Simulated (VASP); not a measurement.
# Al5Cu (P-3m1) in VASP: a series of runs

Al5Cu is run at these levels: PBE; tasks: single point.

Everything below comes from runs of VASP 6.6.1. Logs are shortened: lines on timing, memory, paths and dates and some standing lists are left out, and cuts for length are marked.

## (1) The cell of the first run

It takes space group P-3m1 (No. 164, trigonal). The conventional cell has a = 2.845 Å, b = 2.845 Å, c = 13.366 Å, α = 90.00°, β = 90.00°, γ = 120.00°. Al (site symmetry -3m) has 12 Al at 2.84 to 2.86 Å within 3.7 Å. Within 3.7 Å of Al (site symmetry 3m) lie 12 Al at 2.84 to 2.86 Å. Al (site symmetry 3m) has 3 Cu at 2.60 Å and 9 Al at 2.84 to 2.85 Å within 3.4 Å. Cu (site symmetry -3m) has 6 Al at 2.60 Å and 6 Cu at 2.84 Å within 3.4 Å.

## (2) Single point, PBE

INCAR reads:

```
SYSTEM = Al5Cu
PREC = Accurate
ENCUT = 520
EDIFF = 1E-6
ISMEAR = 0
SIGMA = 0.1
LREAL = .False.
LASPH = .True.
NELM = 100
ALGO = Fast
ISIF = 2
LWAVE = .False.
LCHARG = .False.
GGA = PE
NBANDS = 22
```

KPOINTS reads:

```
regular mesh
0
Gamma
  6 6 2
  0 0 0
```

POSCAR reads:

```
Al5Cu
1.0
    2.8445971000      0.0000000000      0.0000000000
   -1.4222985000      2.4634933000      0.0000000000
    0.0000000000      0.0000000000     13.3656923000
Al Cu
5 1
Direct
    0.0000000000      0.0000000000      0.0000000000
    0.3333333000      0.6666667000      0.8251470000
    0.6666667000      0.3333333000      0.6507920000
    0.3333333000      0.6666667000      0.3492080000
    0.6666667000      0.3333333000      0.1748530000
    0.0000000000      0.0000000000      0.5000000000
```

Potentials or basis: VASP PAW PBE potentials, release 64 (Al, Cu).

On the command line:

```console
cat potpaw_PBE.64/Al/POTCAR potpaw_PBE.64/Cu/POTCAR > POTCAR
mpirun -np 1 vasp_std > vasp.out
```

OUTCAR:

```text
SYSTEM = Al5Cu
   PREC = Accurate
   ENCUT = 520
   EDIFF = 1E-6
   ISMEAR = 0
   LREAL = .False.
   LASPH = .True.
   NELM = 100
   ISIF = 2
   GGA = PE

 ion  position               nearest neighbor table
   1  0.000  0.000  0.000-   2 2.86   5 2.86   2 2.86   5 2.86   5 2.86   2 2.86
   2  0.333  0.667  0.825-   3 2.85   3 2.85   3 2.85   1 2.86   1 2.86   1 2.86
   3  0.667  0.333  0.651-   6 2.60   6 2.60   6 2.60   2 2.85   2 2.85   2 2.85
   4  0.333  0.667  0.349-   6 2.60   6 2.60   6 2.60   5 2.85   5 2.85   5 2.85
   5  0.667  0.333  0.175-   4 2.85   4 2.85   4 2.85   1 2.86   1 2.86   1 2.86
   6  0.000  0.000  0.500-   3 2.60   4 2.60   4 2.60   3 2.60   3 2.60   4 2.60

  LATTYP: Found a hexagonal cell.
 ALAT       =     2.8445971000
 C/A-ratio  =     4.6986240336

  Lattice vectors:

 A1 = (   2.8445971000,   0.0000000000,   0.0000000000)
 A2 = (  -1.4222985000,   2.4634933000,   0.0000000000)
 A3 = (   0.0000000000,   0.0000000000,  13.3656923000)

Analysis of symmetry for initial positions (statically):
=====================================================================
 Subroutine PRICEL returns:
 Original cell was already a primitive cell.

 Routine SETGRP: Setting up the symmetry group for a
 hexagonal supercell.

 Subroutine GETGRP returns: Found 12 space group operations
 (whereof 12 operations were pure point group operations)
 out of a pool of 24 trial point group operations.

The static configuration has the point symmetry D_3d.

Analysis of symmetry for dynamics (positions and initial velocities):
=====================================================================
 Subroutine PRICEL returns:
 Original cell was already a primitive cell.

 Routine SETGRP: Setting up the symmetry group for a
 hexagonal supercell.

 Subroutine GETGRP returns: Found 12 space group operations
 (whereof 12 operations were pure point group operations)
 out of a pool of 24 trial point group operations.

The dynamic configuration has the point symmetry D_3d.

 Subroutine INISYM returns: Found 12 space group operations
 (whereof 12 operations are pure point group operations),
 and found     1 'primitive' translations

----------------------------------------------------------------------------------------

                                     Primitive cell

  volume of cell :      93.6620

  direct lattice vectors                    reciprocal lattice vectors
[... 86 lines left out ...]
   EDIFFG = 0.1E-04   stopping-criterion for IOM
   NSW    =      0    number of steps for IOM
   IBRION =     -1    ionic relax: 0-MD 1-quasi-New 2-CG
   NFREE  =      0    steps in history (QN), initial steepest desc. (CG)
   ISIF   =      2    stress and relaxation
   ISYM   =      2    0-nonsym 1-usesym 2-fastsym
   POTIM  = 0.5000    time-step for ionic-motion
   TEBEG  =    0.0;   TEEND  =   0.0 temperature during run
   PSTRESS=    0.0 pullay stress
   NELECT =      26.0000    total number of electrons
   NUPDOWN=      -1.0000    fix difference up-down
   EMIN   =  10.00;   EMAX   =-10.00  energy-range for DOS
   EFERMI =   0.00;   METHOD = LEGACY
   ISMEAR =     0;   SIGMA  =   0.10  broadening in eV -4-tet -1-fermi 0-gaus
   EFERMI_NEDOS =   21; number of points for ismear=-14 and -15
   IALGO  =     68    algorithm
   IMIX   =      4    mixing-type and parameters
     AMIX     =   0.40;   BMIX     =  1.00
     AMIX_MAG =   1.60;   BMIX_MAG =  1.00
  volume/ion in A,a.u.               =      15.61       105.34
  Fermi-wavevector in a.u.,A,eV,Ry     =   1.067935  2.018104 15.517237  1.140485
  Thomas-Fermi vector in A             =   2.203567
   LORBIT       =      0    0 simple, 1 ext, 2 COOP (PROOUT), +10 PAW based schemes
   GGA     = PE    functional components
   LHFCALC =     F    Hartree Fock is set to
   AEXX    =    0.0000 exact exchange contribution
   IVDW    =     0    specifies the selected vdW correction
   LEPSILON=     F    determine dielectric tensor
   LRPA    =     F    only Hartree local field effects (RPA)
 non-spin polarized calculation
 RMM-DIIS sequential band-by-band and
 Gauss-broadening in eV      SIGMA  =   0.10
  energy-cutoff  :      520.00
  volume of cell :       93.66
 maximum number of plane-waves:      2539
 NGX is ok and might be reduce to    24

 number of electron      26.0000015 magnetization

 Free energy of the ion-electron system (eV)
  ---------------------------------------------------
  ext. energy  EPLUGINS =         0.00000000
  ---------------------------------------------------
  free energy    TOTEN  =       -22.85370651 eV

  energy without entropy =      -22.84472584  energy(sigma->0) =      -22.84921618

 E-fermi :   8.1306     XC(G=0): -10.5391

 val. band max:        8.1250060586   @ k =   0.3333   0.0000   0.5000
 cond. band min:       8.1491935103   @ k =   0.5000   0.0000   0.5000
 fundamental gap:      0.0241874517
 Fermi energy:         8.1306054825

 k-point     1 :       0.0000    0.0000    0.0000
  band No.  band energies     occupation
      1      -3.0444      2.00000
      2      -2.3246      2.00000
      3      -1.9548      2.00000
      4       0.1225      2.00000
      5       0.5855      2.00000
      6       3.5310      2.00000
[... 339 lines left out ...]
     21      10.8245      0.00000
     22      10.8291      0.00000

------------------------ aborting loop because EDIFF is reached ----------------------------------------

  FORCE on cell =-STRESS in cart. coord.  units (eV):
  Direction    XX          YY          ZZ          XY          YZ          ZX
  --------------------------------------------------------------------------------------
  -------------------------------------------------------------------------------------
  Total        0.7190918      0.7190917      0.4526847      0.0000000      0.0000000      0.0000000
  in kB       12.3007415     12.3007409      7.7435977      0.0000002      0.0000000      0.0000000
  external PRESSURE =      10.7816934 kB  Pullay stress =       0.0000000 kB

 VOLUME and BASIS-vectors are now :
 -----------------------------------------------------------------------------
  energy-cutoff  :      520.00
  volume of cell :       93.66
      direct lattice vectors                 reciprocal lattice vectors
     2.844597100  0.000000000  0.000000000     0.351543633  0.202963809  0.000000000
    -1.422298500  2.463493300  0.000000000     0.000000000  0.405927631  0.000000000
     0.000000000  0.000000000 13.365692300     0.000000000  0.000000000  0.074818421

 POSITION                                       TOTAL-FORCE (eV/Angst)
 -----------------------------------------------------------------------------------
      0.00000      0.00000      0.00000         0.000000      0.000000      0.000000
     -0.00000      1.64233     11.02866        -0.000000     -0.000000     -0.186193
      1.42230      0.82116      8.69829         0.000000     -0.000000      0.093010
     -0.00000      1.64233      4.66741        -0.000000      0.000000     -0.093010
      1.42230      0.82116      2.33703         0.000000      0.000000      0.186193
      0.00000      0.00000      6.68285         0.000000      0.000000      0.000000
 -----------------------------------------------------------------------------------
    total drift:                               -0.000000     -0.000000      0.000000

  FREE ENERGIE OF THE ION-ELECTRON SYSTEM (eV)
  ---------------------------------------------------
  free  energy   TOTEN  =       -22.8537065076 eV

  energy  without entropy=      -22.8447258436  energy(sigma->0) =      -22.84921618
```

OSZICAR:

```text
N       E                     dE             d eps       ncg     rms          rms(c)
DAV:   1     0.957061248759E+02    0.95706E+02   -0.98396E+03   616   0.110E+03
DAV:   2    -0.187321552438E+02   -0.11444E+03   -0.10708E+03   640   0.222E+02
DAV:   3    -0.256037786967E+02   -0.68716E+01   -0.64944E+01   848   0.544E+01
[... 11 lines left out ...]
RMM:  15    -0.228537541694E+02   -0.12306E-03   -0.10037E-03   897   0.220E-01    0.740E-02
RMM:  16    -0.228537013428E+02    0.52827E-04   -0.22113E-04   802   0.160E-01    0.429E-02
RMM:  17    -0.228537054785E+02   -0.41358E-05   -0.11632E-04   777   0.501E-02    0.313E-02
RMM:  18    -0.228537064338E+02   -0.95522E-06   -0.14060E-05   797   0.260E-02    0.329E-02
RMM:  19    -0.228537065076E+02   -0.73841E-07   -0.17095E-06   551   0.112E-02
   1 F= -.22853707E+02 E0= -.22849216E+02  d E =-.898066E-02
```

stdout:

```text
POSCAR found type information on POSCAR AlCu
 POSCAR found :  2 types and       6 ions
 scaLAPACK will be used
 LDA part: xc-table for (Slater+PW92), standard interpolation
 POSCAR, INCAR and KPOINTS ok, starting setup
 FFT: planning ... GRIDC
 FFT: planning ... GRID_SOFT
 FFT: planning ... GRID
 WAVECAR not read
 entering main loop
```

Run time: 24 s. Hardware: 1 thread of Intel Xeon 6975P-C (Granite Rapids), shared host; peak memory 0.22 GiB.

Results:

| Quantity | Value |
| --- | --- |
| Free energy | -22.8537 eV |
| Pressure | 1.1 GPa |
| Largest force | 0.186 eV/Å |
| Band gap on the k mesh | zero (band 13 reaches 10.41 eV, above the bottom of band 14 at 6.64 eV) |

Forces on the atoms (eV/Å):
```
Al   0.000  0.000  0.000
Al   0.000  0.000 -0.186
Al   0.000  0.000  0.093
Al   0.000  0.000 -0.093
Al   0.000  0.000  0.186
Cu   0.000  0.000  0.000
```

Stress tensor (GPa, compression positive):
```
1.23 0.00 0.00
0.00 1.23 0.00
0.00 0.00 0.77
```

Levels at points of the mesh, in eV from the Fermi level:
```csv
k point,band 10,band 11,band 12,band 13,band 14,band 15,band 16,band 17
"(0.00, 0.00, 0.00)",-3.20,-3.20,-2.71,1.60,2.50,8.31,9.08,10.95
"(0.50, 0.00, 0.00)",-2.67,-2.51,-2.49,-1.76,-1.05,-0.49,1.69,2.41
"(0.00, 0.00, 0.50)",-3.20,-3.20,-1.36,-0.34,4.87,5.66,10.98,10.98
"(0.50, 0.00, 0.50)",-2.94,-2.91,-2.67,-1.71,-0.24,0.02,0.64,0.97
```

Caveat: the k points lie up to 0.43 Å⁻¹ apart.

## (3) Single point, PBE

This run uses another cell than the first one: it holds 12 atoms, not 6.

INCAR reads:

```
PREC = Accurate ; ENCUT = 520
EDIFF = 1E-6 ; ISMEAR = 0
SIGMA = 0.2 ; LREAL = False
LASPH = True ; NELM = 60
ALGO = Fast ; ISIF = 2
LWAVE = False ; LCHARG = False
GGA = PE ; NBANDS = 38
```

KPOINTS reads:

```
regular mesh
0
Gamma
  12 12 1
```

POSCAR reads:

```
Al5Cu
1.0
    2.8445970699     -0.0000000289      0.0000000000
   -1.4222985100      2.4634933405      0.0000000000
    0.0000000000      0.0000000000     26.7313846000
Al Cu
10 2
Direct
    0.0000000000      0.0000000000      0.0000000000
    0.0000000000      0.0000000000      0.5000000000
    0.3333333333      0.6666666667      0.4125735000
    0.3333333333      0.6666666667      0.9125735000
    0.6666666667      0.3333333333      0.3253960000
    0.6666666667      0.3333333333      0.8253960000
    0.3333333333      0.6666666667      0.1746040000
    0.3333333333      0.6666666667      0.6746040000
    0.6666666667      0.3333333333      0.0874265000
    0.6666666667      0.3333333333      0.5874265000
    0.0000000000      0.0000000000      0.2500000000
    0.0000000000      0.0000000000      0.7500000000
```

Potentials or basis: VASP PAW PBE potentials, release 64 (Al, Cu).

On the command line:

```console
cat potpaw_PBE.64/Al/POTCAR potpaw_PBE.64/Cu/POTCAR > POTCAR
mpirun -np 1 vasp_std > vasp.out
```

Wall time 2.3 min (1 thread of Intel Xeon 6975P-C (Granite Rapids), shared host); peak memory 0.38 GiB.

It converged, with:

* Free energy: -45.3942 eV
* Pressure: 0.1 GPa
* Largest force: 0.078 eV/Å
* Band gap on the k mesh: zero (band 26 reaches 10.69 eV, above the bottom of band 27 at 6.63 eV)

Forces on the atoms (eV/Å):
```
Al   0.000  0.000  0.000
Al   0.000  0.000  0.000
Al   0.000  0.000 -0.024
Al   0.000  0.000 -0.024
Al   0.000  0.000  0.078
Al   0.000  0.000  0.078
Al   0.000  0.000 -0.078
Al   0.000  0.000 -0.078
Al   0.000  0.000  0.024
Al   0.000  0.000  0.024
Cu   0.000  0.000  0.000
Cu   0.000  0.000  0.000
```

Stress tensor (GPa, compression positive):
```
 0.44  0.00  0.00
 0.00  0.44  0.00
 0.00  0.00 -0.44
```

Levels at points of the mesh, in eV from the Fermi level:
```
           k point  band 21  band 22  band 23  band 24  band 25  band 26  band 27  band 28  band 29  band 30
(0.00, 0.00, 0.00)    -3.14    -3.14    -2.62    -1.26    -0.25     1.70     2.59     4.96     5.76     8.40
(0.50, 0.00, 0.00)    -2.61    -2.61    -2.42    -2.41    -1.68    -1.63    -0.94    -0.40    -0.15     0.13
```

## (4) Single point, PBE (volume scaled by 0.88, then relaxed in part)

INCAR reads:

```
PREC = Accurate
ENCUT = 520
EDIFF = 1E-7
ISMEAR = 0
SIGMA = 0.1
LREAL = False
LASPH = True
NELM = 80
ALGO = Fast
ISIF = 2
LWAVE = False
LCHARG = False
GGA = PE
NBANDS = 22
```

KPOINTS reads:

```
Automatic mesh
0
Gamma
  18 18 4
```

POSCAR reads:

```
Al5Cu
1.0
    2.7165195947     -0.0000000276      0.0000000000
   -1.3582597734      2.3525749926      0.0000000000
    0.0000000000      0.0000000000     12.8970375287
Al Cu
5 1
Direct
    0.0000000000      0.0000000000      0.0000000000
    0.3333333333      0.6666666667      0.8268286372
    0.6666666667      0.3333333333      0.6535091881
    0.3333333333      0.6666666667      0.3464908119
    0.6666666667      0.3333333333      0.1731713628
    0.0000000000      0.0000000000      0.5000000000
```

Potentials or basis: VASP PAW PBE potentials, release 64 (Al, Cu).

On the command line:

```console
cat potpaw_PBE.64/Al/POTCAR potpaw_PBE.64/Cu/POTCAR > POTCAR
mpirun -np 1 vasp_std > vasp.out
```

OUTCAR:

```text
PREC = Accurate
   ENCUT = 520
   EDIFF = 1E-7
   ISMEAR = 0
   LREAL = False
   LASPH = True
   NELM = 80
   ISIF = 2
   GGA = PE

 ion  position               nearest neighbor table
   1  0.000  0.000  0.000-   2 2.73   5 2.73   2 2.73   5 2.73   5 2.73   2 2.73
   2  0.333  0.667  0.827-   1 2.73   1 2.73   1 2.73   3 2.73   3 2.73   3 2.73
   3  0.667  0.333  0.654-   6 2.53   6 2.53   6 2.53   2 2.73   2 2.73   2 2.73
   4  0.333  0.667  0.346-   6 2.53   6 2.53   6 2.53   5 2.73   5 2.73   5 2.73
   5  0.667  0.333  0.173-   1 2.73   1 2.73   1 2.73   4 2.73   4 2.73   4 2.73
[... 809 lines left out ...]
  -------------------------------------------------------------------------------------
  Total        7.5201401      7.5201401      7.5642663      0.0000000     -0.0000000      0.0000000
  in kB      146.1807661    146.1807661    147.0385161      0.0000000     -0.0000000      0.0000000
  external PRESSURE =     146.4666828 kB  Pullay stress =       0.0000000 kB

 VOLUME and BASIS-vectors are now :
 -----------------------------------------------------------------------------
  energy-cutoff  :      520.00
  volume of cell :       82.42
      direct lattice vectors                 reciprocal lattice vectors
     2.716519595 -0.000000028  0.000000000     0.368118090  0.212533074  0.000000000
    -1.358259773  2.352574993  0.000000000     0.000000004  0.425066155  0.000000000
     0.000000000  0.000000000 12.897037529     0.000000000  0.000000000  0.077537186

 POSITION                                       TOTAL-FORCE (eV/Angst)
 -----------------------------------------------------------------------------------
      0.00000      0.00000      0.00000        -0.000000      0.000000      0.000000
      0.00000      1.56838     10.66364         0.000000     -0.000000      0.000568
      1.35826      0.78419      8.42833        -0.000000      0.000000      0.016506
      0.00000      1.56838      4.46871         0.000000     -0.000000     -0.016506
      1.35826      0.78419      2.23340        -0.000000      0.000000     -0.000568
      0.00000      0.00000      6.44852        -0.000000      0.000000      0.000000
 -----------------------------------------------------------------------------------
    total drift:                               -0.000000      0.000000      0.000000

  FREE ENERGIE OF THE ION-ELECTRON SYSTEM (eV)
  ---------------------------------------------------
  free  energy   TOTEN  =       -22.2179089762 eV

  energy  without entropy=      -22.2063071341  energy(sigma->0) =      -22.21210806
```

Wall time 3 min (1 thread of Intel Xeon 6975P-C (Granite Rapids), shared host); peak memory 0.35 GiB.

Results:

* Free energy: -22.2179 eV
* Pressure: 14.6 GPa
* Largest force: 0.017 eV/Å
* Band gap on the k mesh: zero (band 13 reaches 12.22 eV, above the bottom of band 14 at 7.90 eV)

Forces in eV/Å, atoms in the order of the input:
```
Al   0.000  0.000  0.000
Al   0.000  0.000  0.001
Al   0.000  0.000  0.017
Al   0.000  0.000 -0.017
Al   0.000  0.000 -0.001
Cu   0.000  0.000  0.000
```

Stress tensor (GPa, compression positive):
```
14.62  0.00  0.00
 0.00 14.62  0.00
 0.00  0.00 14.70
```

## (5) The runs side by side

```csv
cell,k mesh,smearing,further INCAR settings,gap on the mesh (eV),pressure (GPa),largest force (eV/Å)
"a = 2.845, b = 2.845, c = 13.366 Å, angles 90.0, 90.0, 120.0°, 6 atoms",6 × 6 × 2,gaussian 0.1 eV,ALGO = Fast; EDIFF = 1e-06; NBANDS = 22,none,1.1,0.19
"a = 2.845, b = 2.845, c = 26.731 Å, angles 90.0, 90.0, 120.0°, 12 atoms",12 × 12 × 1,gaussian 0.2 eV,ALGO = Fast; EDIFF = 1e-06; NBANDS = 38,none,0.1,0.08
"a = 2.717, b = 2.717, c = 12.897 Å, angles 90.0, 90.0, 120.0°, 6 atoms",18 × 18 × 4,gaussian 0.1 eV,ALGO = Fast; EDIFF = 1e-07; NBANDS = 22,none,14.6,0.02
```

Alike in all rows: task single point; level PBE; potentials or basis VASP PAW PBE potentials, release 64 (Al, Cu); no spin polarisation; cutoff (eV) 520.

Caveats: some runs use coarse meshes.

Absolute energies hang on the potentials; compare differences alone.
